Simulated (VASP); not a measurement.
# ScNb (P1) in VASP: single point with PBEsol

Aim: the single point of ScNb with PBEsol.

All numbers are computed with VASP 6.6.1; they aren't measurements. Logs are shortened: lines on timing, memory, paths and dates and some standing lists are left out, and cuts for length are marked.

## (1) The cell of the first run

The typed cell holds 2 atoms: a = 2.986 Å, b = 2.943 Å, c = 4.976 Å, α = 89.38°, β = 90.87°, γ = 119.76°.

## (2) Single point, PBEsol (atoms moved at random and the cell strained at random)

INCAR

```
SYSTEM = ScNb
PREC = Accurate
ENCUT = 520
EDIFF = 1E-6
ISMEAR = 0
SIGMA = 0.1
LREAL = .FALSE.
LASPH = .TRUE.
NELM = 100
ALGO = Normal
ISIF = 2
LWAVE = .FALSE.
LCHARG = .FALSE.
GGA = PS
NBANDS = 19
```

KPOINTS

```
Automatic mesh
0
G
  14 14 8
  0 0 0
```

POSCAR

```
ScNb
1.0
    2.9853857918      0.0184245226     -0.0228390505
   -1.4767367913      2.5460211670      0.0160656456
   -0.0377878453      0.0088763395      4.9762788115
Sc Nb
1 1
Direct
    0.0340001665      0.0309575496     -0.0220614590
    0.2993331635      0.6357091204      0.5220614590
```

Potentials or basis: VASP PAW PBE potentials, release 64 (Sc_sv, Nb_sv).

On the command line:

```
$ cat potpaw_PBE.64/Sc_sv/POTCAR potpaw_PBE.64/Nb_sv/POTCAR > POTCAR
$ mpirun -np 1 vasp_std > vasp.out
```

OUTCAR:

```text
SYSTEM = ScNb
   PREC = Accurate
   ENCUT = 520
   EDIFF = 1E-6
   ISMEAR = 0
   LREAL = .FALSE.
   LASPH = .TRUE.
   NELM = 100
   ISIF = 2
   GGA = PS

 ion  position               nearest neighbor table
   1  0.034  0.031  0.978-   2 2.74   2 2.86   2 2.95   2 3.13   2 3.18
   2  0.299  0.636  0.522-   1 2.74   1 2.86   1 2.95   1 3.13   1 3.18

  LATTYP: Found a triclinic cell.
 ALAT       =     2.9433371262
 B/A-ratio  =     2.4278163134
 C/A-ratio  =     1.0143350480
 COS(alpha) =     0.0017382989
 COS(beta)  =     0.4964012289
 COS(gamma) =     0.6239191687

  Lattice vectors:

 A1 = (   1.4767367913,  -2.5460211670,  -0.0160656456)
 A2 = (   0.0058756361,  -5.1193431961,  -4.9855710522)
 A3 = (   2.9853857918,   0.0184245226,  -0.0228390505)

Analysis of symmetry for initial positions (statically):
=====================================================================
 Subroutine PRICEL returns:
 Original cell was already a primitive cell.

 Routine SETGRP: Setting up the symmetry group for a
 triclinic supercell.

 Subroutine GETGRP returns: Found  1 space group operations
 (whereof  1 operations were pure point group operations)
 out of a pool of  2 trial point group operations.

The static configuration has the point symmetry C_1 .

Analysis of symmetry for dynamics (positions and initial velocities):
=====================================================================
 Subroutine PRICEL returns:
 Original cell was already a primitive cell.

 Routine SETGRP: Setting up the symmetry group for a
 triclinic supercell.

 Subroutine GETGRP returns: Found  1 space group operations
 (whereof  1 operations were pure point group operations)
 out of a pool of  2 trial point group operations.

The dynamic configuration has the point symmetry C_1 .

 Subroutine INISYM returns: Found  1 space group operations
 (whereof  1 operations are pure point group operations),
 and found     1 'primitive' translations

----------------------------------------------------------------------------------------

                                     Primitive cell

  volume of cell :      37.9570

  direct lattice vectors                    reciprocal lattice vectors
     2.985385792  0.018424523 -0.022839050     0.333787087  0.193588531  0.002189334
    -1.476736791  2.546021167  0.016065646    -0.002420850  0.391370098 -0.000716482
    -0.037787845  0.008876340  4.976278812     0.001539760 -0.000375026  0.200965732

  length of vectors
     2.985530005  2.943337126  4.976430198     0.385869320  0.391378241  0.200971980

  position of ions in fractional coordinates (direct lattice)
     0.034000167  0.030957550  0.977938541
     0.299333164  0.635709120  0.522061459

  ion indices of the primitive-cell ions
   primitive index   ion index
                 1           1
                 2           2

----------------------------------------------------------------------------------------

 KPOINTS: Automatic mesh

Automatic generation of k-mesh.
 Grid dimensions read from file:
 generate k-points for:   14   14    8

 Generating k-lattice:

  Cartesian coordinates                     Fractional coordinates (reciprocal lattice)
     0.023841935  0.013827752  0.000156381     0.071428571  0.000000000  0.000000000
    -0.000172918  0.027955007 -0.000051177    -0.000000000  0.071428571  0.000000000
     0.000192470 -0.000046878  0.025120716     0.000000000 -0.000000000  0.125000000

  Length of vectors
     0.027562094  0.027955589  0.025121498

  Shift w.r.t. Gamma in fractional coordinates (k-lattice)
     0.000000000  0.000000000  0.000000000

 Subroutine IBZKPT returns following result:
 ===========================================

 Found    788 irreducible k-points:

 Following reciprocal coordinates:
            Coordinates               Weight
  0.000000  0.000000  0.000000      1.000000
  0.071429 -0.000000 -0.000000      2.000000
  0.142857  0.000000 -0.000000      2.000000
  0.214286  0.000000 -0.000000      2.000000
  0.285714  0.000000  0.000000      2.000000
  0.357143  0.000000 -0.000000      2.000000
[... 16 lines left out ...]
 -0.000000  0.142857  0.000000      2.000000
  0.071429  0.142857 -0.000000      2.000000
 [... further k-points ...]
   k-points           NKPTS =    788   k-points in BZ     NKDIM =    788   number of bands    NBANDS=     19
   number of dos      NEDOS =    301   number of ions     NIONS =      2
   total plane-waves  NPLWV =  23040
   dimension x,y,z NGX =    24 NGY =   24 NGZ =   40
   dimension x,y,z NGXF=    48 NGYF=   48 NGZF=   80
   ions per type =               1   1
   NGX,Y,Z   is equivalent  to a cutoff of  13.36, 13.56, 13.36 a.u.
   NGXF,Y,Z  is equivalent  to a cutoff of  26.73, 27.11, 26.73 a.u.
 SYSTEM =  ScNb
   PREC   = accura    normal or accurate (medium, high low for compatibility)
   ISTART =      0    job   : 0-new  1-cont  2-samecut
   ICHARG =      2    charge: 1-file 2-atom 10-const
   ISPIN  =      1    spin polarized calculation?
   LNONCOLLINEAR =      F non collinear calculations
   LSORBIT =      F    spin-orbit coupling
   LASPH  =      T    aspherical Exc in radial PAW
   ENCUT  =  520.0 eV  38.22 Ry    6.18 a.u.   5.55  5.47  9.25*2*pi/ulx,y,z
   NELM   =    100;   NELMIN=  2; NELMDL= -5     # of ELM steps
   EDIFF  = 0.1E-05   stopping-criterion for ELM
   LREAL  =      F    real-space projection
   EDIFFG = 0.1E-04   stopping-criterion for IOM
   NSW    =      0    number of steps for IOM
   IBRION =     -1    ionic relax: 0-MD 1-quasi-New 2-CG
   NFREE  =      0    steps in history (QN), initial steepest desc. (CG)
   ISIF   =      2    stress and relaxation
   ISYM   =      2    0-nonsym 1-usesym 2-fastsym
   POTIM  = 0.5000    time-step for ionic-motion
   TEBEG  =    0.0;   TEEND  =   0.0 temperature during run
   PSTRESS=    0.0 pullay stress
   NELECT =      24.0000    total number of electrons
   NUPDOWN=      -1.0000    fix difference up-down
   EMIN   =  10.00;   EMAX   =-10.00  energy-range for DOS
   EFERMI =   0.00;   METHOD = LEGACY
   ISMEAR =     0;   SIGMA  =   0.10  broadening in eV -4-tet -1-fermi 0-gaus
   EFERMI_NEDOS =   21; number of points for ismear=-14 and -15
   IALGO  =     38    algorithm
   IMIX   =      4    mixing-type and parameters
     AMIX     =   0.40;   BMIX     =  1.00
     AMIX_MAG =   1.60;   BMIX_MAG =  1.00
  volume/ion in A,a.u.               =      18.98       128.07
  Fermi-wavevector in a.u.,A,eV,Ry     =   1.405123  2.655298 26.862960  1.974372
  Thomas-Fermi vector in A             =   2.527616
   LORBIT       =      0    0 simple, 1 ext, 2 COOP (PROOUT), +10 PAW based schemes
   GGA     = PS    functional components
   LHFCALC =     F    Hartree Fock is set to
   AEXX    =    0.0000 exact exchange contribution
   IVDW    =     0    specifies the selected vdW correction
   LEPSILON=     F    determine dielectric tensor
   LRPA    =     F    only Hartree local field effects (RPA)
 non-spin polarized calculation
 Gauss-broadening in eV      SIGMA  =   0.10
  energy-cutoff  :      520.00
  volume of cell :       37.96
 maximum number of plane-waves:      1048
 NGX is ok and might be reduce to    24
   NGX = 11   NGY = 11   NGZ = 19

 number of electron      24.0000000 magnetization

 Free energy of the ion-electron system (eV)
  ---------------------------------------------------
  ext. energy  EPLUGINS =         0.00000000
  ---------------------------------------------------
  free energy    TOTEN  =       -16.95769341 eV

  energy without entropy =      -16.94772343  energy(sigma->0) =      -16.95270842

 E-fermi :   7.9033     XC(G=0): -11.7179

 val. band max:        7.9029409595   @ k =  -0.0714  -0.0000   0.1250
 cond. band min:       7.9034701004   @ k =  -0.3571  -0.2143   0.3750
 fundamental gap:      0.0005291409
 Fermi energy:         7.9033219074

 k-point     1 :       0.0000    0.0000    0.0000
  band No.  band energies     occupation
      1     -46.5647      2.00000
      2     -40.6522      2.00000
      3     -22.8306      2.00000
      4     -22.1096      2.00000
      5     -22.0963      2.00000
      6     -19.3460      2.00000
[... 11 lines left out ...]
     18      10.9112      0.00000
     19      12.1226      0.00000

 k-point     2 :       0.0714   -0.0000   -0.0000
  band No.  band energies     occupation
      1     -46.5582      2.00000
      2     -40.6461      2.00000
      3     -22.8214      2.00000
      4     -22.1586      2.00000
      5     -22.1069      2.00000
      6     -19.3432      2.00000
[... 11 lines left out ...]
     18      10.8356      0.00000
     19      12.5251      0.00000

 k-point     3 :       0.1429    0.0000   -0.0000
  band No.  band energies     occupation
      1     -46.5401      2.00000
      2     -40.6292      2.00000
      3     -22.7956      2.00000
      4     -22.2941      2.00000
      5     -22.1364      2.00000
      6     -19.3356      2.00000
[... 11 lines left out ...]
     18      10.8569      0.00000
     19      12.9463      0.00000

 k-point     4 :       0.2143    0.0000   -0.0000
  band No.  band energies     occupation
      1     -46.5138      2.00000
      2     -40.6046      2.00000
      3     -22.7585      2.00000
      4     -22.4857      2.00000
      5     -22.1787      2.00000
      6     -19.3320      2.00000
[... 11 lines left out ...]
     18      11.2899      0.00000
     19      13.0324      0.00000

 k-point     5 :       0.2857    0.0000    0.0000
  band No.  band energies     occupation
      1     -46.4845      2.00000
      2     -40.5771      2.00000
      3     -22.7251      2.00000
      4     -22.6853      2.00000
      5     -22.2252      2.00000
      6     -19.4857      2.00000
[... 11 lines left out ...]
     18      11.8764      0.00000
     19      13.0750      0.00000
[... 334 lines left out ...]
      2     -40.6344      2.00000
      3     -22.8033      2.00000
      4     -22.2435      2.00000
      5     -22.1365      2.00000
      6     -19.3382      2.00000
[... 11 lines left out ...]
     18      10.7617      0.00000
     19      12.8532      0.00000

 k-point    22 :      -0.0714    0.0714    0.0000
  band No.  band energies     occupation
      1     -46.5578      2.00000
      2     -40.6457      2.00000
      3     -22.8204      2.00000
      4     -22.1512      2.00000
      5     -22.1174      2.00000
      6     -19.3437      2.00000
[... 11 lines left out ...]
     18      10.8241      0.00000
     19      12.2906      0.00000

 k-point    23 :      -0.0000    0.1429    0.0000
  band No.  band energies     occupation
      1     -46.5378      2.00000
      2     -40.6273      2.00000
      3     -22.7904      2.00000
      4     -22.2937      2.00000
      5     -22.1524      2.00000
      6     -19.3394      2.00000
[... 11 lines left out ...]
     18      10.7378      0.00000
     19      12.4781      0.00000

 k-point    24 :       0.0714    0.1429   -0.0000
  band No.  band energies     occupation
      1     -46.5212      2.00000
      2     -40.6118      2.00000
      3     -22.7667      2.00000
      4     -22.4072      2.00000
      5     -22.1870      2.00000
      6     -19.3344      2.00000
[... 11 lines left out ...]
     18      11.0274      0.00000
     19      12.6789      0.00000

 [... further k-points ...]
[... 5 lines left out ...]
  --------------------------------------------------------------------------------------
  -------------------------------------------------------------------------------------
  Total        1.1458996      2.0712010      1.5766801     -0.2368627     -0.2242690      0.0283203
  in kB       48.3687472     87.4259851     66.5521177     -9.9980436     -9.4664594      1.1954068
  external PRESSURE =      67.4489500 kB  Pullay stress =       0.0000000 kB

 VOLUME and BASIS-vectors are now :
 -----------------------------------------------------------------------------
  energy-cutoff  :      520.00
  volume of cell :       37.96
      direct lattice vectors                 reciprocal lattice vectors
     2.985385792  0.018424523 -0.022839050     0.333787087  0.193588531  0.002189334
    -1.476736791  2.546021167  0.016065646    -0.002420850  0.391370098 -0.000716482
    -0.037787845  0.008876340  4.976278812     0.001539760 -0.000375026  0.200965732

 POSITION                                       TOTAL-FORCE (eV/Angst)
 -----------------------------------------------------------------------------------
      0.01883      0.08813      4.86622        -0.033129     -0.124353      1.277960
     -0.06488      1.62868      2.60130         0.033129      0.124353     -1.277960
 -----------------------------------------------------------------------------------
    total drift:                               -0.000141     -0.000080     -0.000658

  FREE ENERGIE OF THE ION-ELECTRON SYSTEM (eV)
  ---------------------------------------------------
  free  energy   TOTEN  =       -16.9576934057 eV

  energy  without entropy=      -16.9477234291  energy(sigma->0) =      -16.95270842
```

Run time: 3.2 min. Hardware: 1 thread of Intel Xeon Platinum 8559C (Emerald Rapids), shared host; peak memory 0.64 GiB.

Results:

- Free energy: -16.9577 eV
- Pressure: 6.7 GPa
- Largest force: 1.284 eV/Å
- Band gap on the k mesh: zero (band 12 reaches 8.48 eV, above the bottom of band 13 at 7.51 eV)

Forces on the atoms (eV/Å):
```
Sc  -0.033 -0.124  1.278
Nb   0.033  0.124 -1.278
```

Caveat: the cell differs from its parent crystal (atoms moved at random and the cell strained at random); the PAW data sets were made with another functional, which shifts forces and pressure a little.
